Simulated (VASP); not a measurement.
Runs of VASP 6.6.1 on KTaO3. The structure is that of space group Pm-3m (No. 221), or close to it. The cells are those of the table. 

| task | spin | cell | k mesh for the DOS | occupations for the DOS | gap on the mesh (eV) | pressure (GPa) |
| --- | --- | --- | --- | --- | --- | --- |
| single point | off | a = 3.984 Å, 5 atoms | - | - | 2.18 | (a) |
| single point | non-collinear, zero start, SOC | a = 4.025 Å, 5 atoms | - | - | - | 0.8 |
| single point | off | a = 3.900 Å, 5 atoms | - | - | (b) | 22.9 |
| single point | off | a = 4.025 Å, 5 atoms | - | - | (c) | 0.6 |
| single point | off | a = 4.064 Å, 5 atoms | - | - | 2.05 | -4.7 |
| single point | off | a = 4.103 Å, 5 atoms | - | - | 1.98 | -9.2 |
| single point | off | a = 4.154 Å, 5 atoms | - | - | 1.89 | -14.2 |

Alike in all rows: level PBE; potentials or basis VASP PAW PBE potentials, release 64 (K_sv, Ta_pv, O); k mesh 8 × 8 × 8; cutoff (eV) 520; smearing gaussian 0.02 eV.

Question: Estimate the missing entries.

Answer: (a) 6.8; (b) 2.32; (c) 2.12.

Caveats: spin-orbit coupling is left out, which moves the levels of the heavy elements (some runs).

A k mesh can miss the band edges, and rows without SOC leave out spin-orbit coupling on Ta.
